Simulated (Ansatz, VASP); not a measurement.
TiGe2As2 in VASP and in Ansatz

The input INCAR:

```
SYSTEM = TiGe2As2
ALGO = Normal
EDIFF = 1E-6
ENCUT = 520
GGA = PE
ISIF = 2
ISMEAR = 0
LASPH = .TRUE.
LCHARG = .TRUE.
LELF = .TRUE.
LREAL = .FALSE.
LVHAR = .TRUE.
LWAVE = .FALSE.
NBANDS = 33
NELM = 80
PREC = Accurate
SIGMA = 0.1
```

KPOINTS

```
k-points
0
G
  6 6 4
  0 0 0
```

POSCAR

```
TiGe2As2
1.0
    4.3640309700      0.0000000000      0.0000000000
   -2.1820154800      3.7793616800      0.0000000000
    0.0000000000      0.0000000000      7.0456481100
Ti Ge As
1 2 2
Direct
    0.0000000000      0.0000000000      0.0000000000
    0.0000000000      0.0000000000      0.3501893100
    0.0000000000      0.0000000000      0.6498106900
    0.3333333300      0.6666666700      0.5000000000
    0.6666666700      0.3333333300      0.5000000000
```

Input for Ansatz:

```yaml
crystal:
  lattice:
    - [4.36403097, 0.0, 0.0]
    - [-2.18201548, 3.77936168, 0.0]
    - [0.0, 0.0, 7.04564811]
  atoms:
    - { symbol: Ti, position: [0.0, 0.0, 0.0] }
    - { symbol: Ge, position: [0.0, 0.0, 0.35018931] }
    - { symbol: Ge, position: [0.0, 0.0, 0.64981069] }
    - { symbol: As, position: [0.33333333, 0.66666667, 0.5] }
    - { symbol: As, position: [0.66666667, 0.33333333, 0.5] }
basis:
  ecutwfc: 420
kpoints:
  mp_grid: { grid: [6, 6, 4] }
hamiltonian:
  xc: pbe
scf:
  occupations: { method: gaussian, width: 0.1 }
  lower_state_search: "off"
output:
  forces: true
  stress: true
  eigenvalues: true
```

Alike in both runs: task single point; functional PBE; k mesh 6 × 6 × 4; occupations gaussian, width 0.1 eV; no spin polarisation.

|  | VASP | Ansatz |
| --- | --- | --- |
| version | VASP 6.6.1 | Ansatz 0.2.0 |
| potentials or method | VASP PAW PBE potentials, release 64 (Ti_sv, Ge_d, As), cutoff 520 eV | scalar-relativistic, plane waves, PAW |
| valence electrons in the cell | 50 | 70 |

Ansatz gave:

- gap on the k mesh at the Fermi level (eV): none
- pressure (GPa): 17.6
- traceless stress, the component that is largest in VASP (GPa): 4.46
- rms of the force components (eV/Å): 2.170

Q: Estimate VASP's values.

A: gap on the k mesh at the Fermi level (eV): none; pressure (GPa): 17.9; traceless stress, the component that is largest in VASP (GPa): 4.35; rms of the force components (eV/Å): 2.176.

Atom by atom the forces differ by 0.006 eV/Å (rms over components). A gap of «none» marks a metal or a gap that the smearing closes. VASP's potentials hold 50 valence electrons a cell and Ansatz's 70, so a difference there can come from the potentials and not from the codes.
